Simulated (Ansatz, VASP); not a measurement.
**PbF2 in VASP and in Ansatz**

The input POSCAR:

```
PbF2
1.0
    0.0000000000      2.9636600000      2.9636600000
    2.9636600000      0.0000000000      2.9636600000
    2.9636600000      2.9636600000      0.0000000000
Pb F
1 2
Direct
    0.0000000000      0.0000000000      0.0000000000
    0.7500000000      0.7500000000      0.7500000000
    0.2500000000      0.2500000000      0.2500000000
```

The input INCAR.step1:

```
SYSTEM = PbF2
PREC = Accurate
ENCUT = 520
EDIFF = 1E-5
ISMEAR = -1
SIGMA = 0.05
LREAL = .False.
LASPH = .True.
NELM = 120
ALGO = Normal
ISIF = 2
LWAVE = .True.
GGA = PE
NBANDS = 21
GGA_COMPAT = .False.
```

The input INCAR.step2:

```
SYSTEM = PbF2
PREC = Accurate
ENCUT = 520
EDIFF = 1E-6
ISMEAR = -1
SIGMA = 0.05
LREAL = .False.
LASPH = .True.
NELM = 120
ALGO = Normal
ISIF = 2
LWAVE = .False.
LCHARG = .True.
GGA = PE
LHFCALC = .True.
AEXX = 0.25
PRECFOCK = Normal
LELF = .True.
LVHAR = .True.
ISTART = 1
NBANDS = 21
GGA_COMPAT = .False.
```

KPOINTS

```
Automatic mesh
0
Gamma
  5 5 5
  0 0 0
```

File input.yaml:

```yaml
crystal:
  lattice:
    - [0.0, 2.96366, 2.96366]
    - [2.96366, 0.0, 2.96366]
    - [2.96366, 2.96366, 0.0]
  atoms:
    - { symbol: Pb, position: [0.0, 0.0, 0.0] }
    - { symbol: F, position: [0.75, 0.75, 0.75] }
    - { symbol: F, position: [0.25, 0.25, 0.25] }
hamiltonian:
  xc: { exchange: pbe, correlation: pbe, exx: { coeff: 0.25 } }
  pseudopotentials: { kind: paw }
kpoints:
  mp_grid: { grid: [5, 5, 5] }
scf:
  occupations: { method: fermi_dirac, width: 0.05 }
output:
  forces: true
  stress: true
  eigenvalues: true
  write_density: true
  write_potential: true
  elf: true
  volumetric_format: npy
```

Alike in both runs: task single point; functional PBE-based global hybrid with a share of 0.25 of exact exchange; k mesh 5 × 5 × 5; occupations fermi-dirac, width 0.05 eV; no spin polarisation.

|  | VASP | Ansatz |
| --- | --- | --- |
| version | VASP 6.6.1 | Ansatz 0.2.0 |
| potentials or method | VASP PAW PBE potentials, release 64 (Pb_d, F) | Ansatz PAW |
| plane-wave cutoff (eV) | 520 | 420 |
| valence electrons in the cell | 28 | 28 |

```tsv
	VASP	Ansatz	Ansatz less VASP
gap on the k mesh at the Fermi level (eV)	6.58	6.57	-0.005
least direct gap on the mesh (eV)	6.84	6.83	-0.005
pressure (GPa)	0.7	0.8	+0.15
```

VASP's potentials were made for PBE, not for PBE-based global hybrid.

Neither program's run includes spin-orbit coupling. Noted on Ansatz's run: odd divisions of the mesh miss points on the zone boundary, where band edges often lie, so the gap on the mesh can be too wide.
